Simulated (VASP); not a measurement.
# LiCl (P6_3mc) in VASP: further runs

The runs below take LiCl through single point, with PBE.

The COD entry that gives the cell may itself be a prediction, so a difference from it is no test against experiment.

Program: VASP 6.6.1. These are calculated values, not measurements. Logs are shortened: lines on timing, memory, paths and dates and some standing lists are left out, and cuts for length are marked.

**1. The cell of the first run**

Symmetry: P6_3mc, No. 186, hexagonal system. Conventional cell: a = 3.507 Å, b = 3.507 Å, c = 17.179 Å, α = 90.00°, β = 90.00°, γ = 120.00°. Within 2.8 Å of Li (site symmetry 3m) lie 4 Cl at 2.15 Å. Within 2.8 Å of Li (site symmetry 3m) lie 4 Cl at 2.15 Å. Li (site symmetry 3m) has 4 Cl at 2.15 Å within 2.8 Å. Within 2.8 Å of Cl (site symmetry 3m) lie 4 Li at 2.15 Å. Cl (site symmetry 3m) has 4 Li at 2.15 Å within 2.8 Å. Within 2.8 Å of Cl (site symmetry 3m) lie 4 Li at 2.15 Å.

**2. Single point, PBE**

The input, INCAR:

```
SYSTEM = LiCl
ALGO = Normal
EDIFF = 1E-6
ENCUT = 520
GGA = PE
ISIF = 2
ISMEAR = 0
LASPH = .TRUE.
LCHARG = .TRUE.
LELF = .TRUE.
LREAL = .FALSE.
LVHAR = .TRUE.
LWAVE = .FALSE.
NBANDS = 42
NELM = 60
PREC = Accurate
SIGMA = 0.1
```

The input, KPOINTS:

```
k-points
0
G
  6 6 1
  0 0 0
```

The input, POSCAR:

```
LiCl
1.0
    3.5066905400      0.0000000000      0.0000000000
   -1.7533452700      3.0368830900      0.0000000000
    0.0000000000      0.0000000000     17.1791899200
Li Cl
6 6
Direct
    0.0000000000      0.0000000000      0.1875000000
    0.0000000000      0.0000000000      0.6875000000
    0.3333333300      0.6666666700      0.5208299800
    0.6666666700      0.3333333300      0.0208299800
    0.3333333300      0.6666666700      0.8541700200
    0.6666666700      0.3333333300      0.3541700200
    0.0000000000      0.0000000000      0.3125000000
    0.0000000000      0.0000000000      0.8125000000
    0.3333333300      0.6666666700      0.9791700200
    0.6666666700      0.3333333300      0.4791700200
    0.3333333300      0.6666666700      0.6458299800
    0.6666666700      0.3333333300      0.1458299800
```

Potentials or basis: VASP PAW PBE potentials, release 64 (Li_sv, Cl).

Launch:

```
> cat potpaw_PBE.64/Li_sv/POTCAR potpaw_PBE.64/Cl/POTCAR > POTCAR
> mpirun -np 1 vasp_std > vasp.out
```

OUTCAR:

```text
SYSTEM = LiCl
   EDIFF = 1E-6
   ENCUT = 520
   GGA = PE
   ISIF = 2
   ISMEAR = 0
   LASPH = .TRUE.
   LREAL = .FALSE.
   NELM = 60
   PREC = Accurate

 ion  position               nearest neighbor table
   1  0.000  0.000  0.188-   7 2.15  12 2.15  12 2.15  12 2.15
   2  0.000  0.000  0.688-   8 2.15  11 2.15  11 2.15  11 2.15
   3  0.333  0.667  0.521-  10 2.15  10 2.15  10 2.15  11 2.15
   4  0.667  0.333  0.021-   9 2.15   9 2.15   9 2.15  12 2.15
   5  0.333  0.667  0.854-   9 2.15   8 2.15   8 2.15   8 2.15
   6  0.667  0.333  0.354-  10 2.15   7 2.15   7 2.15   7 2.15
   7  0.000  0.000  0.312-   1 2.15   6 2.15   6 2.15   6 2.15
   8  0.000  0.000  0.812-   2 2.15   5 2.15   5 2.15   5 2.15
   9  0.333  0.667  0.979-   4 2.15   4 2.15   4 2.15   5 2.15
  10  0.667  0.333  0.479-   3 2.15   3 2.15   3 2.15   6 2.15
  11  0.333  0.667  0.646-   3 2.15   2 2.15   2 2.15   2 2.15
  12  0.667  0.333  0.146-   4 2.15   1 2.15   1 2.15   1 2.15

  LATTYP: Found a hexagonal cell.
 ALAT       =     3.5066905400
 C/A-ratio  =     4.8989751802

  Lattice vectors:

 A1 = (   3.5066905400,   0.0000000000,   0.0000000000)
 A2 = (  -1.7533452700,   3.0368830900,   0.0000000000)
 A3 = (   0.0000000000,   0.0000000000,  17.1791899200)

Analysis of symmetry for initial positions (statically):
=====================================================================
 Subroutine PRICEL returns:
 Original cell was already a primitive cell.

 Routine SETGRP: Setting up the symmetry group for a
 hexagonal supercell.

 Subroutine GETGRP returns: Found 12 space group operations
 (whereof  6 operations were pure point group operations)
 out of a pool of 24 trial point group operations.

The static configuration has the point symmetry C_3v.
 The point group associated with its full space group is C_6v.

Analysis of symmetry for dynamics (positions and initial velocities):
=====================================================================
 Subroutine PRICEL returns:
 Original cell was already a primitive cell.

 Routine SETGRP: Setting up the symmetry group for a
 hexagonal supercell.

 Subroutine GETGRP returns: Found 12 space group operations
 (whereof  6 operations were pure point group operations)
 out of a pool of 24 trial point group operations.

The dynamic configuration has the point symmetry C_3v.
 The point group associated with its full space group is C_6v.

 Subroutine INISYM returns: Found 12 space group operations
 (whereof  6 operations are pure point group operations),
 and found     1 'primitive' translations

----------------------------------------------------------------------------------------

                                     Primitive cell

  volume of cell :     182.9482

  direct lattice vectors                    reciprocal lattice vectors
     3.506690540  0.000000000  0.000000000     0.285169161  0.164642492  0.000000000
    -1.753345270  3.036883090  0.000000000     0.000000000  0.329284984  0.000000000
     0.000000000  0.000000000 17.179189920     0.000000000  0.000000000  0.058209962

  length of vectors
     3.506690540  3.506690539 17.179189920     0.329284984  0.329284984  0.058209962

  position of ions in fractional coordinates (direct lattice)
     0.000000000  0.000000000  0.187500000
     0.000000000  0.000000000  0.687500000
     0.333333330  0.666666670  0.520829980
     0.666666670  0.333333330  0.020829980
     0.333333330  0.666666670  0.854170020
     0.666666670  0.333333330  0.354170020
     0.000000000  0.000000000  0.312500000
     0.000000000  0.000000000  0.812500000
     0.333333330  0.666666670  0.979170020
     0.666666670  0.333333330  0.479170020
     0.333333330  0.666666670  0.645829980
     0.666666670  0.333333330  0.145829980

  ion indices of the primitive-cell ions
   primitive index   ion index
                 1           1
                 2           2
                 3           3
                 4           4
                 5           5
                 6           6
                 7           7
                 8           8
                 9           9
                10          10
                11          11
                12          12

----------------------------------------------------------------------------------------

 KPOINTS: k-points

Automatic generation of k-mesh.
 Grid dimensions read from file:
 generate k-points for:    6    6    1

 Generating k-lattice:

  Cartesian coordinates                     Fractional coordinates (reciprocal lattice)
     0.047528194  0.027440415  0.000000000     0.166666667  0.000000000  0.000000000
     0.000000000  0.054880831  0.000000000     0.000000000  0.166666667  0.000000000
     0.000000000  0.000000000  0.058209962     0.000000000  0.000000000  1.000000000

  Length of vectors
     0.054880831  0.054880831  0.058209962

  Shift w.r.t. Gamma in fractional coordinates (k-lattice)
     0.000000000  0.000000000  0.000000000

 Subroutine IBZKPT returns following result:
 ===========================================

 Found      7 irreducible k-points:

 Following reciprocal coordinates:
            Coordinates               Weight
  0.000000  0.000000  0.000000      1.000000
  0.166667  0.000000  0.000000      6.000000
  0.333333  0.000000  0.000000      6.000000
  0.500000 -0.000000  0.000000      3.000000
  0.166667  0.166667  0.000000      6.000000
  0.333333  0.166667  0.000000     12.000000
  0.333333  0.333333  0.000000      2.000000
   k-points           NKPTS =      7   k-points in BZ     NKDIM =      7   number of bands    NBANDS=     42
   number of dos      NEDOS =    301   number of ions     NIONS =     12
   total plane-waves  NPLWV = 100352
   dimension x,y,z NGX =    28 NGY =   28 NGZ =  128
   dimension x,y,z NGXF=    56 NGYF=   56 NGZF=  256
   ions per type =               6   6
   NGX,Y,Z   is equivalent  to a cutoff of  13.27, 13.27, 12.39 a.u.
   NGXF,Y,Z  is equivalent  to a cutoff of  26.55, 26.55, 24.77 a.u.
 SYSTEM =  LiCl
   PREC   = accura    normal or accurate (medium, high low for compatibility)
   ISTART =      0    job   : 0-new  1-cont  2-samecut
   ICHARG =      2    charge: 1-file 2-atom 10-const
   ISPIN  =      1    spin polarized calculation?
   LNONCOLLINEAR =      F non collinear calculations
   LSORBIT =      F    spin-orbit coupling
   LASPH  =      T    aspherical Exc in radial PAW
   ENCUT  =  520.0 eV  38.22 Ry    6.18 a.u.   6.52  6.52 31.94*2*pi/ulx,y,z
   NELM   =     60;   NELMIN=  2; NELMDL= -5     # of ELM steps
   EDIFF  = 0.1E-05   stopping-criterion for ELM
   LREAL  =      F    real-space projection
   EDIFFG = 0.1E-04   stopping-criterion for IOM
   NSW    =      0    number of steps for IOM
   IBRION =     -1    ionic relax: 0-MD 1-quasi-New 2-CG
   NFREE  =      0    steps in history (QN), initial steepest desc. (CG)
   ISIF   =      2    stress and relaxation
   ISYM   =      2    0-nonsym 1-usesym 2-fastsym
   POTIM  = 0.5000    time-step for ionic-motion
   TEBEG  =    0.0;   TEEND  =   0.0 temperature during run
   PSTRESS=    0.0 pullay stress
   NELECT =      60.0000    total number of electrons
   NUPDOWN=      -1.0000    fix difference up-down
   EMIN   =  10.00;   EMAX   =-10.00  energy-range for DOS
   EFERMI =   0.00;   METHOD = LEGACY
   ISMEAR =     0;   SIGMA  =   0.10  broadening in eV -4-tet -1-fermi 0-gaus
   EFERMI_NEDOS =   21; number of points for ismear=-14 and -15
   IALGO  =     38    algorithm
   IMIX   =      4    mixing-type and parameters
     AMIX     =   0.40;   BMIX     =  1.00
     AMIX_MAG =   1.60;   BMIX_MAG =  1.00
  volume/ion in A,a.u.               =      15.25       102.88
  Fermi-wavevector in a.u.,A,eV,Ry     =   1.128970  2.133445 17.341631  1.274574
  Thomas-Fermi vector in A             =   2.265662
   LORBIT       =      0    0 simple, 1 ext, 2 COOP (PROOUT), +10 PAW based schemes
   GGA     = PE    functional components
   LHFCALC =     F    Hartree Fock is set to
   AEXX    =    0.0000 exact exchange contribution
   IVDW    =     0    specifies the selected vdW correction
   LEPSILON=     F    determine dielectric tensor
   LRPA    =     F    only Hartree local field effects (RPA)
 non-spin polarized calculation
 Gauss-broadening in eV      SIGMA  =   0.10
  energy-cutoff  :      520.00
  volume of cell :      182.95
 maximum number of plane-waves:      5007
 NGX is ok and might be reduce to    28
   NGX = 13   NGY = 13   NGZ = 63

 number of electron      59.9999986 magnetization

 Free energy of the ion-electron system (eV)
  ---------------------------------------------------
  ext. energy  EPLUGINS =         0.00000000
  ---------------------------------------------------
  free energy    TOTEN  =       -42.09306687 eV

  energy without entropy =      -42.09306687  energy(sigma->0) =      -42.09306687

 E-fermi :   1.3991     XC(G=0):  -8.9612

 val. band max:        0.9241373167   @ k =   0.0000   0.0000   0.0000
 cond. band min:       7.5303184523   @ k =   0.5000  -0.0000   0.0000
 fundamental gap:      6.6061811356
 Fermi energy:         1.3990503292

 k-point     1 :       0.0000    0.0000    0.0000
  band No.  band energies     occupation
      1     -41.4896      2.00000
      2     -41.4892      2.00000
      3     -41.4857      2.00000
      4     -41.4853      2.00000
      5     -41.4696      2.00000
      6     -41.4695      2.00000
[... 34 lines left out ...]
     41      11.4257      0.00000
     42      11.5702      0.00000
[... 229 lines left out ...]
      2     -41.4826      2.00000
      3     -41.4812      2.00000
      4     -41.4811      2.00000
      5     -41.4645      2.00000
      6     -41.4645      2.00000
[... 34 lines left out ...]
     41      12.0393      0.00000
     42      12.0459      0.00000

------------------------ aborting loop because EDIFF is reached ----------------------------------------

  FORCE on cell =-STRESS in cart. coord.  units (eV):
  Direction    XX          YY          ZZ          XY          YZ          ZX
  --------------------------------------------------------------------------------------
  -------------------------------------------------------------------------------------
  Total       17.3850257     17.3850257     17.2828287      0.0000000     -0.0000000      0.0000000
  in kB      152.2501482    152.2501481    151.3551529      0.0000000     -0.0000000      0.0000000
  external PRESSURE =     151.9518164 kB  Pullay stress =       0.0000000 kB

 VOLUME and BASIS-vectors are now :
 -----------------------------------------------------------------------------
  energy-cutoff  :      520.00
  volume of cell :      182.95
      direct lattice vectors                 reciprocal lattice vectors
     3.506690540  0.000000000  0.000000000     0.285169161  0.164642492  0.000000000
    -1.753345270  3.036883090  0.000000000     0.000000000  0.329284984  0.000000000
     0.000000000  0.000000000 17.179189920     0.000000000  0.000000000  0.058209962

 POSITION                                       TOTAL-FORCE (eV/Angst)
 -----------------------------------------------------------------------------------
      0.00000      0.00000      3.22110         0.000000     -0.000000      0.008530
      0.00000      0.00000     11.81069         0.000000     -0.000000      0.008530
     -0.00000      2.02459      8.94744        -0.000000      0.000000     -0.005836
      1.75335      1.01229      0.35784         0.000000     -0.000000     -0.005836
     -0.00000      2.02459     14.67395        -0.000000      0.000000     -0.025712
      1.75335      1.01229      6.08435         0.000000     -0.000000     -0.025712
      0.00000      0.00000      5.36850         0.000000     -0.000000      0.017274
      0.00000      0.00000     13.95809         0.000000     -0.000000      0.017274
     -0.00000      2.02459     16.82135         0.000000     -0.000000      0.005912
      1.75335      1.01229      8.23175        -0.000000     -0.000000      0.005912
     -0.00000      2.02459     11.09484         0.000000      0.000000     -0.000168
      1.75335      1.01229      2.50524        -0.000000     -0.000000     -0.000168
 -----------------------------------------------------------------------------------
    total drift:                               -0.000001     -0.000001      0.000115

  FREE ENERGIE OF THE ION-ELECTRON SYSTEM (eV)
  ---------------------------------------------------
  free  energy   TOTEN  =       -42.0930668663 eV

  energy  without entropy=      -42.0930668663  energy(sigma->0) =      -42.09306687
```

Wall time 66 s (1 thread of Intel Xeon Platinum 8488C (Sapphire Rapids), shared host); peak memory 0.3 GiB.

Results:

* Free energy: -42.0931 eV
* Largest force: 0.026 eV/Å
* Band gap on the k mesh: 6.61 eV, indirect (least direct gap 7.08 eV)

Forces on the atoms (eV/Å):
```
Li   0.000  0.000  0.009
Li   0.000  0.000  0.009
Li   0.000  0.000 -0.006
Li   0.000  0.000 -0.006
Li   0.000  0.000 -0.026
Li   0.000  0.000 -0.026
Cl   0.000  0.000  0.017
Cl   0.000  0.000  0.017
Cl   0.000  0.000  0.006
Cl   0.000  0.000  0.006
Cl   0.000  0.000  0.000
Cl   0.000  0.000  0.000
```

Levels at points of the mesh, in eV from the valence-band top:
| k point | band 26 | band 27 | band 28 | band 29 | band 30 | band 31 | band 32 | band 33 | band 34 | band 35 |
| --- | --- | --- | --- | --- | --- | --- | --- | --- | --- | --- |
| (0.00, 0.00, 0.00) | -0.12 | -0.12 | -0.01 | 0.00 | 0.00 | 7.25 | 7.93 | 7.97 | 8.89 | 8.94 |
| (0.50, 0.00, 0.00) | -0.82 | -0.74 | -0.72 | -0.59 | -0.48 | 6.61 | 6.93 | 7.80 | 7.97 | 9.04 |

Caveat: the cutoff is under 1.25 times the usual one of these potentials, so pressure, stress and relaxed cells hold a basis-set (Pulay) error. A k mesh can miss the band edges.

**3. Single point, PBE**

This run uses another cell than the first one, of 20.92 Å³/atom, 1.372 times its volume.

The input, INCAR:

```
ALGO = Normal ; EDIFF = 1E-7
ENCUT = 520 ; GGA = PE
ISIF = 2 ; ISMEAR = 0
LASPH = True ; LCHARG = False
LREAL = False ; LWAVE = False
NBANDS = 42 ; NELM = 60
PREC = Accurate ; SIGMA = 0.1
```

The input, KPOINTS:

```
k-points
0
Gamma
  6 6 1
```

The input, POSCAR:

```
LiCl
1.0
    3.9039040289      0.0000000000      0.0000000000
   -1.9519520144      3.3808800630      0.0000000000
    0.0000000000      0.0000000000     19.0182962660
Li Cl
6 6
Direct
    0.0000000000      0.0000000000      0.1875667989
    0.0000000000      0.0000000000      0.6875667989
    0.3333333333      0.6666666667      0.5205846027
    0.6666666667      0.3333333333      0.0205846027
    0.3333333333      0.6666666667      0.8535221771
    0.6666666667      0.3333333333      0.3535221771
    0.0000000000      0.0000000000      0.3128113332
    0.0000000000      0.0000000000      0.8128113332
    0.3333333333      0.6666666667      0.9792565448
    0.6666666667      0.3333333333      0.4792565448
    0.3333333333      0.6666666667      0.6462585433
    0.6666666667      0.3333333333      0.1462585433
```

Potentials or basis: VASP PAW PBE potentials, release 64 (Li_sv, Cl).

Launch:

```
> cat potpaw_PBE.64/Li_sv/POTCAR potpaw_PBE.64/Cl/POTCAR > POTCAR
> mpirun -np 1 vasp_std > vasp.out
```

Run time: 78 s. Hardware: 1 thread of Intel Xeon Platinum 8488C (Sapphire Rapids), shared host; peak memory 0.35 GiB.

It converged, with:

| Property | Result |
| --- | --- |
| Free energy | -44.5817 eV |
| Band gap on the k mesh | 5.97 eV, direct |

Levels at points of the mesh, in eV from the valence-band top:
```
           k point  band 27  band 28  band 29  band 30  band 31  band 32  band 33  band 34
(0.00, 0.00, 0.00)    -0.10    -0.02    -0.02     0.00     5.97     6.63     6.65     7.76
(0.50, 0.00, 0.00)    -0.45    -0.44    -0.35    -0.30     6.86     7.07     7.64     7.77
```

Caveat: the cutoff is under 1.25 times the usual one of these potentials, so pressure, stress and relaxed cells hold a basis-set (Pulay) error.

**4. Single point, PBE**

This run uses another cell than the first one, of 20.95 Å³/atom, 1.374 times its volume.

The input, INCAR:

```
SYSTEM = LiCl
ALGO     = Normal         ! electronic algorithm
EDIFF    = 1E-6           ! SCF threshold, eV
ENCUT    = 520            ! plane-wave cutoff, eV
GGA      = PE             ! functional
ISIF     = 2              ! what is computed and relaxed
ISMEAR   = 0              ! smearing method
LASPH    = .TRUE.         ! aspherical terms in the spheres
LCHARG   = .FALSE.        ! write CHGCAR
LREAL    = .FALSE.        ! projectors in reciprocal space
LWAVE    = .FALSE.        ! write WAVECAR
NBANDS   = 42             ! bands
NELM     = 60             ! most SCF steps
PREC     = Accurate       ! precision mode
SIGMA    = 0.1            ! smearing width, eV
```

The input, KPOINTS:

```
k-points
0
G
  6 6 1
  0 0 0
```

The input, POSCAR:

```
LiCl
1.0
    3.9062182968      0.0000000000      0.0000000000
   -1.9531091484      3.3828842778      0.0000000000
    0.0000000000      0.0000000000     19.0281552660
Li Cl
6 6
Direct
    1.0000000000      0.0000000000      0.1875685125
    0.0000000000      0.0000000000      0.6875685125
    0.3333333333      0.6666666667      0.5205812156
    0.6666666667      0.3333333333      0.0205812156
    0.3333333333      0.6666666667      0.8535168017
    0.6666666667      0.3333333333      0.3535168017
    0.0000000000      0.0000000000      0.3128182055
    0.0000000000      0.0000000000      0.8128182055
    0.3333333333      0.6666666667      0.9792553037
    0.6666666667      0.3333333333      0.4792553037
    0.3333333333      0.6666666667      0.6462599609
    0.6666666667      0.3333333333      0.1462599609
```

Launch:

```
> cat potpaw_PBE.64/Li_sv/POTCAR potpaw_PBE.64/Cl/POTCAR > POTCAR
> mpirun -np 1 vasp_std > vasp.out
```

Run time: 65 s. Hardware: 1 thread of Intel Xeon Platinum 8488C (Sapphire Rapids), shared host; peak memory 0.34 GiB.

The run converged. Its results:

* Free energy: -44.5819 eV
* Band gap on the k mesh: 5.96 eV, direct

Levels at points of the mesh, in eV from the valence-band top:
```csv
k point,band 26,band 27,band 28,band 29,band 30,band 31,band 32,band 33,band 34,band 35
"(0.00, 0.00, 0.00)",-0.10,-0.10,-0.02,-0.02,0.00,5.96,6.62,6.65,7.76,7.81
"(0.50, 0.00, 0.00)",-0.49,-0.45,-0.44,-0.35,-0.30,6.86,7.07,7.64,7.77,8.47
```

Caveat: the cutoff is under 1.25 times the usual one of these potentials, so pressure, stress and relaxed cells hold a basis-set (Pulay) error.

**5. Summary**

```csv
cell,gap on the mesh (eV)
"a = 3.507, b = 3.507, c = 17.179 Å, angles 90.0, 90.0, 120.0°, 12 atoms",6.61
"a = 3.904, b = 3.904, c = 19.018 Å, angles 90.0, 90.0, 120.0°, 12 atoms",5.97
"a = 3.906, b = 3.906, c = 19.028 Å, angles 90.0, 90.0, 120.0°, 12 atoms",5.96
```

Alike in all rows: task single point; level PBE; potentials or basis VASP PAW PBE potentials, release 64 (Li_sv, Cl); no spin polarisation; k mesh 6 × 6 × 1; cutoff (eV) 520; smearing gaussian 0.1 eV.

Caveats: the cutoff is under 1.25 times the usual one of these potentials, so pressure, stress and relaxed cells hold a basis-set (Pulay) error.

Absolute energies hang on the potentials; compare differences alone.
